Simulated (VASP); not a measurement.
# PtSe2 in VASP: single point with HSE06

Aim: the single point of PtSe2 with HSE06.

All numbers are computed with VASP 6.6.1; they aren't measurements. Logs are shortened: lines on timing, memory, paths and dates and some standing lists are left out, and cuts for length are marked.

**1. The cell of the first run**

The cell holds a sheet with vacuum, 3 atoms: a = 3.677 Å, b = 3.677 Å, c = 18.612 Å, α = 90.00°, β = 90.00°, γ = 120.00°.

**2. Single point, HSE06**

POSCAR reads:

```
PtSe2
1.0
    3.6771055952      0.0000000000      0.0000000000
   -1.8385527976      3.1844668578      0.0000000000
    0.0000000000      0.0000000000     18.6122962272
Se Pt
2 1
Direct
    0.3333333333      0.6666666667      0.4298233760
    0.6666666667      0.3333333333      0.5701766240
    0.0000000000      0.0000000000      0.5000000000
```

INCAR.step1 reads:

```
SYSTEM = PtSe2
PREC = Accurate ; ENCUT = 400
EDIFF = 1E-5 ; ISMEAR = 0
SIGMA = 0.03 ; LREAL = .False.
LASPH = .True. ; NELM = 120
ALGO = Normal ; ISIF = 2
LWAVE = .True. ; LCHARG = .False.
LDIPOL = .True. ; IDIPOL = 3
DIPOL = 0.5 0.5 0.500 ; GGA = PE
NBANDS = 18 ; GGA_COMPAT = .False.
NELMDL = -8
```

INCAR.step2 reads:

```
SYSTEM = PtSe2
PREC = Accurate ; ENCUT = 400
EDIFF = 1E-6 ; ISMEAR = 0
SIGMA = 0.03 ; LREAL = .False.
LASPH = .True. ; NELM = 120
ALGO = Normal ; ISIF = 2
LWAVE = .False. ; LCHARG = .False.
LDIPOL = .True. ; IDIPOL = 3
DIPOL = 0.5 0.5 0.500 ; GGA = PE
LHFCALC = .True. ; HFSCREEN = 0.2079
PRECFOCK = Normal ; ISTART = 1
NBANDS = 18 ; GGA_COMPAT = .False.
```

KPOINTS reads:

```
Automatic mesh
0
Gamma
  6 6 1
  0 0 0
```

Potentials or basis: VASP PAW PBE potentials, release 64 (Se, Pt).

The run is started by

```
$ cat potpaw_PBE.64/Se/POTCAR potpaw_PBE.64/Pt/POTCAR > POTCAR
$ cp INCAR.step1 INCAR
$ mpirun -np 1 vasp_std > vasp.out
$ cp INCAR.step2 INCAR
$ mpirun -np 1 vasp_std > vasp.out
```

OUTCAR:

```text
SYSTEM = PtSe2
   PREC = Accurate
   ENCUT = 400
   EDIFF = 1E-6
   ISMEAR = 0
   LREAL = .False.
   LASPH = .True.
   NELM = 120
   ISIF = 2
   GGA = PE
   LHFCALC = .True.
   HFSCREEN = 0.2079
   PRECFOCK = Normal
   ISTART = 1

 ion  position               nearest neighbor table
   1  0.333  0.667  0.430-   3 2.49   3 2.49   3 2.49
   2  0.667  0.333  0.570-   3 2.49   3 2.49   3 2.49
   3  0.000  0.000  0.500-   1 2.49   2 2.49   1 2.49   2 2.49   2 2.49   1 2.49

  LATTYP: Found a hexagonal cell.
 ALAT       =     3.6771055952
 C/A-ratio  =     5.0616703125

  Lattice vectors:

 A1 = (   3.6771055952,   0.0000000000,   0.0000000000)
 A2 = (  -1.8385527976,   3.1844668578,   0.0000000000)
 A3 = (   0.0000000000,   0.0000000000,  18.6122962272)

Analysis of symmetry for initial positions (statically):
=====================================================================
 Subroutine PRICEL returns:
 Original cell was already a primitive cell.

 Routine SETGRP: Setting up the symmetry group for a
 hexagonal supercell.

 Subroutine GETGRP returns: Found 12 space group operations
 (whereof 12 operations were pure point group operations)
 out of a pool of 24 trial point group operations.

The static configuration has the point symmetry D_3d.

Analysis of symmetry for dynamics (positions and initial velocities):
=====================================================================
 Subroutine PRICEL returns:
 Original cell was already a primitive cell.

 Routine SETGRP: Setting up the symmetry group for a
 hexagonal supercell.

 Subroutine GETGRP returns: Found 12 space group operations
 (whereof 12 operations were pure point group operations)
 out of a pool of 24 trial point group operations.

The dynamic configuration has the point symmetry D_3d.

 Subroutine INISYM returns: Found 12 space group operations
 (whereof 12 operations are pure point group operations),
 and found     1 'primitive' translations

----------------------------------------------------------------------------------------

                                     Primitive cell

  volume of cell :     217.9429

  direct lattice vectors                    reciprocal lattice vectors
     3.677105595  0.000000000  0.000000000     0.271953028  0.157012154  0.000000000
    -1.838552798  3.184466858  0.000000000     0.000000000  0.314024308  0.000000000
     0.000000000  0.000000000 18.612296227     0.000000000  0.000000000  0.053727922

  length of vectors
     3.677105595  3.677105595 18.612296227     0.314024308  0.314024308  0.053727922

  position of ions in fractional coordinates (direct lattice)
     0.333333333  0.666666667  0.429823376
     0.666666667  0.333333333  0.570176624
     0.000000000  0.000000000  0.500000000

  ion indices of the primitive-cell ions
   primitive index   ion index
                 1           1
                 2           2
                 3           3

----------------------------------------------------------------------------------------

 KPOINTS: Automatic mesh

Automatic generation of k-mesh.
 Grid dimensions read from file:
 generate k-points for:    6    6    1

 Generating k-lattice:

  Cartesian coordinates                     Fractional coordinates (reciprocal lattice)
     0.045325505  0.026168692  0.000000000     0.166666667  0.000000000  0.000000000
     0.000000000  0.052337385  0.000000000     0.000000000  0.166666667  0.000000000
     0.000000000  0.000000000  0.053727922     0.000000000  0.000000000  1.000000000

  Length of vectors
     0.052337385  0.052337385  0.053727922

  Shift w.r.t. Gamma in fractional coordinates (k-lattice)
     0.000000000  0.000000000  0.000000000

 Subroutine IBZKPT returns following result:
 ===========================================

 Found      7 irreducible k-points:

 Following reciprocal coordinates:
            Coordinates               Weight
  0.000000  0.000000  0.000000      1.000000
  0.166667 -0.000000  0.000000      6.000000
  0.333333 -0.000000  0.000000      6.000000
  0.500000 -0.000000  0.000000      3.000000
  0.166667  0.166667  0.000000      6.000000
  0.333333  0.166667  0.000000     12.000000
  0.333333  0.333333  0.000000      2.000000
   k-points           NKPTS =      7   k-points in BZ     NKDIM =     36   number of bands    NBANDS=     18
   number of dos      NEDOS =    301   number of ions     NIONS =      3
   total plane-waves  NPLWV =  72576
   dimension x,y,z NGX =    24 NGY =   24 NGZ =  126
   dimension x,y,z NGXF=    48 NGYF=   48 NGZF=  252
   ions per type =               2   1
   NGX,Y,Z   is equivalent  to a cutoff of  10.85, 10.85, 11.25 a.u.
   NGXF,Y,Z  is equivalent  to a cutoff of  21.70, 21.70, 22.51 a.u.
 SYSTEM =  PtSe2
   PREC   = accura    normal or accurate (medium, high low for compatibility)
   ISTART =      1    job   : 0-new  1-cont  2-samecut
   ICHARG =      0    charge: 1-file 2-atom 10-const
   ISPIN  =      1    spin polarized calculation?
   LNONCOLLINEAR =      F non collinear calculations
   LSORBIT =      F    spin-orbit coupling
   LASPH  =      T    aspherical Exc in radial PAW
   ENCUT  =  400.0 eV  29.40 Ry    5.42 a.u.   6.00  6.00 30.35*2*pi/ulx,y,z
   NELM   =    120;   NELMIN=  2; NELMDL=  0     # of ELM steps
   EDIFF  = 0.1E-05   stopping-criterion for ELM
   LREAL  =      F    real-space projection
   EDIFFG = 0.1E-04   stopping-criterion for IOM
   NSW    =      0    number of steps for IOM
   IBRION =     -1    ionic relax: 0-MD 1-quasi-New 2-CG
   NFREE  =      0    steps in history (QN), initial steepest desc. (CG)
   ISIF   =      2    stress and relaxation
   ISYM   =      3    0-nonsym 1-usesym 2-fastsym
   POTIM  = 0.5000    time-step for ionic-motion
   TEBEG  =    0.0;   TEEND  =   0.0 temperature during run
   PSTRESS=    0.0 pullay stress
   NELECT =      22.0000    total number of electrons
   NUPDOWN=      -1.0000    fix difference up-down
   EMIN   =  10.00;   EMAX   =-10.00  energy-range for DOS
   EFERMI =   0.00;   METHOD = LEGACY
   ISMEAR =     0;   SIGMA  =   0.03  broadening in eV -4-tet -1-fermi 0-gaus
   EFERMI_NEDOS =   21; number of points for ismear=-14 and -15
   IALGO  =     38    algorithm
   IMIX   =      1    mixing-type and parameters
     AMIX     =   0.40;   BMIX     =  1.00
     AMIX_MAG =   1.60;   BMIX_MAG =  1.00
  volume/ion in A,a.u.               =      72.65       490.25
  Fermi-wavevector in a.u.,A,eV,Ry     =   0.762257  1.440457  7.905473  0.581036
  Thomas-Fermi vector in A             =   1.861678
   LORBIT       =      0    0 simple, 1 ext, 2 COOP (PROOUT), +10 PAW based schemes
   GGA     = PE    functional components
   LHFCALC =     T    Hartree Fock is set to
   PRECFOCK=normal    Normal, Fast or Accurate (Low or Medium for compatibility)
   ENCUT4O =  -1.0   cutoff for four orbital integrals eV
   NKREDX  =     1    reduce k-point grid by
   NKREDY  =     1    reduce k-point grid by
   NKREDZ  =     1    reduce k-point grid by
   AEXX    =    0.2500 exact exchange contribution
   HFSCREEN=    0.2079 screening length (either q_TF or 0.3 A-1)
   HFSCREENC=   0.2079 screening length for correlation (either q_TF or 0.3 A-1)
   ENCUTFOCK=  -1.0 apply spherical cutoff to Coloumb kernel
   IVDW    =     0    specifies the selected vdW correction
   LEPSILON=     F    determine dielectric tensor
   LRPA    =     F    only Hartree local field effects (RPA)
 non-spin polarized calculation
 Gauss-broadening in eV      SIGMA  =   0.03
  energy-cutoff  :      400.00
  volume of cell :      217.94
 maximum number of plane-waves:      4020
 NGX is ok and might be reduce to    24
  NGX = 18; NGY = 18; NGZ = 96

 number of electron      22.0000001 magnetization

 dipolmoment           0.000000      0.000000     -0.000000 electrons x Angstroem

 Free energy of the ion-electron system (eV)
  ---------------------------------------------------
  ext. energy  EPLUGINS =         0.00000000
  ---------------------------------------------------
  free energy    TOTEN  =       -17.28062212 eV

  energy without entropy =      -17.28062212  energy(sigma->0) =      -17.28062212

 E-fermi :  -2.8333     XC(G=0):  -3.1143

 val. band max:       -3.0293053526   @ k =   0.0000   0.0000   0.0000
 cond. band min:      -0.7786636859   @ k =   0.1667  -0.0000   0.0000
 fundamental gap:      2.2506416667
 Fermi energy:        -2.8332881064

 k-point     1 :       0.0000    0.0000    0.0000
  band No.  band energies     occupation
      1     -18.6919      2.00000
      2     -16.5718      2.00000
      3      -9.1427      2.00000
      4      -8.9870      2.00000
      5      -8.9870      2.00000
      6      -6.8519      2.00000
[... 10 lines left out ...]
     17       3.3565      0.00000
     18       4.6423      0.00000

 k-point     2 :       0.1667   -0.0000    0.0000
  band No.  band energies     occupation
      1     -18.3518      2.00000
      2     -16.5995      2.00000
      3      -9.0581      2.00000
      4      -8.8048      2.00000
      5      -8.7734      2.00000
      6      -7.2431      2.00000
[... 10 lines left out ...]
     17       4.2737      0.00000
     18       5.0257      0.00000

 k-point     3 :       0.3333   -0.0000    0.0000
  band No.  band energies     occupation
      1     -17.5291      2.00000
      2     -16.6684      2.00000
      3      -9.3713      2.00000
      4      -8.4731      2.00000
      5      -8.3120      2.00000
      6      -7.8307      2.00000
[... 10 lines left out ...]
     17       4.9165      0.00000
     18       5.3558      0.00000

 k-point     4 :       0.5000   -0.0000    0.0000
  band No.  band energies     occupation
      1     -16.9914      2.00000
      2     -16.7181      2.00000
      3     -10.1374      2.00000
      4      -8.4628      2.00000
      5      -7.8687      2.00000
      6      -7.3804      2.00000
[... 10 lines left out ...]
     17       5.9112      0.00000
     18       6.3436      0.00000

 k-point     5 :       0.1667    0.1667    0.0000
  band No.  band energies     occupation
      1     -17.7613      2.00000
      2     -16.6485      2.00000
      3      -8.9713      2.00000
      4      -8.6849      2.00000
      5      -8.3820      2.00000
      6      -7.6173      2.00000
[... 10 lines left out ...]
     17       4.8112      0.00000
     18       5.5245      0.00000

 k-point     6 :       0.3333    0.1667    0.0000
  band No.  band energies     occupation
      1     -17.0160      2.00000
      2     -16.7089      2.00000
      3      -9.6111      2.00000
      4      -8.7028      2.00000
      5      -7.9697      2.00000
      6      -7.4744      2.00000
[... 10 lines left out ...]
     17       5.9854      0.00000
     18       6.3169      0.00000

 k-point     7 :       0.3333    0.3333    0.0000
  band No.  band energies     occupation
      1     -16.7298      2.00000
      2     -16.7298      2.00000
      3      -9.0536      2.00000
      4      -8.8362      2.00000
      5      -8.8362      2.00000
      6      -7.1458      2.00000
[... 10 lines left out ...]
     17       6.5667      0.00000
     18       6.9779      0.00000

------------------------ aborting loop because EDIFF is reached ----------------------------------------

 vacuum level on the upper side and lower side of the slab       (xc-potential included)        -0.222        -0.222

  FORCE on cell =-STRESS in cart. coord.  units (eV):
  Direction    XX          YY          ZZ          XY          YZ          ZX
  --------------------------------------------------------------------------------------
  -------------------------------------------------------------------------------------
  Total        0.3667074      0.3667074      0.0946278      0.0000000      0.0000000      0.0000000
  in kB        2.6957984      2.6957984      0.6956429      0.0000000      0.0000000      0.0000000
  external PRESSURE =       2.0290799 kB  Pullay stress =       0.0000000 kB

 VOLUME and BASIS-vectors are now :
 -----------------------------------------------------------------------------
  energy-cutoff  :      400.00
  volume of cell :      217.94
      direct lattice vectors                 reciprocal lattice vectors
     3.677105595  0.000000000  0.000000000     0.271953028  0.157012154  0.000000000
    -1.838552798  3.184466858  0.000000000     0.000000000  0.314024308  0.000000000
     0.000000000  0.000000000 18.612296227     0.000000000  0.000000000  0.053727922

 POSITION                                       TOTAL-FORCE (eV/Angst)
 -----------------------------------------------------------------------------------
     -0.00000      2.12298      8.00000        -0.000000     -0.000000     -0.044588
      1.83855      1.06149     10.61230         0.000000      0.000000      0.044588
      0.00000      0.00000      9.30615         0.000000      0.000000      0.000000
 -----------------------------------------------------------------------------------
    total drift:                               -0.000000      0.000000     -0.000026

  FREE ENERGIE OF THE ION-ELECTRON SYSTEM (eV)
  ---------------------------------------------------
  free  energy   TOTEN  =       -17.2806221154 eV

  energy  without entropy=      -17.2806221154  energy(sigma->0) =      -17.28062212

 vacuum level on the upper side and lower side of the slab         2.878         2.878
```

Wall time 15 min (1 thread of Oxide Virtual Turin-like, shared host); peak memory 0.34 GiB.

What came out:

```yaml
Free_energy: -17.2806 eV
Largest_force: 0.045 eV/Å
Band_gap_on_the_k_mesh: 2.25 eV (least direct gap 2.42 eV)
```

Forces on the atoms (eV/Å):
```
Se   0.000  0.000 -0.045
Se   0.000  0.000  0.045
Pt   0.000  0.000  0.000
```

Levels at points of the mesh, in eV from the valence-band top:
| k point | band 9 | band 10 | band 11 | band 12 | band 13 | band 14 |
| --- | --- | --- | --- | --- | --- | --- |
| (0.00, 0.00, 0.00) | -0.72 | 0.00 | 0.00 | 3.73 | 3.73 | 5.29 |
| (0.50, 0.00, 0.00) | -2.60 | -2.11 | -1.69 | 3.19 | 3.48 | 5.61 |

Caveat: the PAW data sets were made with another functional, which shifts forces and pressure a little; spin-orbit coupling is left out, which moves the levels of the heavy elements.
